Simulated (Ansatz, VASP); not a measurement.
# One calculation of Na, two programs

```
Na
1.0
    -2.07515    2.11750    2.11750
     2.11750   -2.07515    2.11750
     2.11750    2.11750   -2.07515
Na
1
Direct
  0.00000 0.00000 0.00000
```

Change from the starting cell: equal xy, yz and zx shear strains of +2 %, PAW files.

Alike in both runs: task electric field gradients; functional PBEsol; k mesh 11 × 11 × 11; occupations fermi-dirac, width 0.03 eV; no spin polarisation.

```csv
,VASP,Ansatz
version,VASP 6.6.1,Ansatz 0.2.0
potentials or method,"VASP PAW PBE potentials, release 64 (Na_pv)","PAW with Ansatz's default frozen-core files, scalar-relativistic"
plane-wave cutoff (eV),520,420
valence electrons in the cell,7,9
```

```tsv
	VASP	Ansatz	Ansatz less VASP
pressure (GPa)	-0.3	-0.3	0.00
traceless stress, the component that is largest in VASP (GPa)	-0.13	-0.13	+0.001
size of Vzz on the site where it differs most (V/Å²)	0.2	0.2	0.00
```

VASP's potentials were made for PBE, not for PBEsol. The functional is the same, so the differences come from potentials, cutoffs and numerics. VASP's potentials hold 7 valence electrons a cell and Ansatz's 9, so a difference there can come from the potentials and not from the codes.
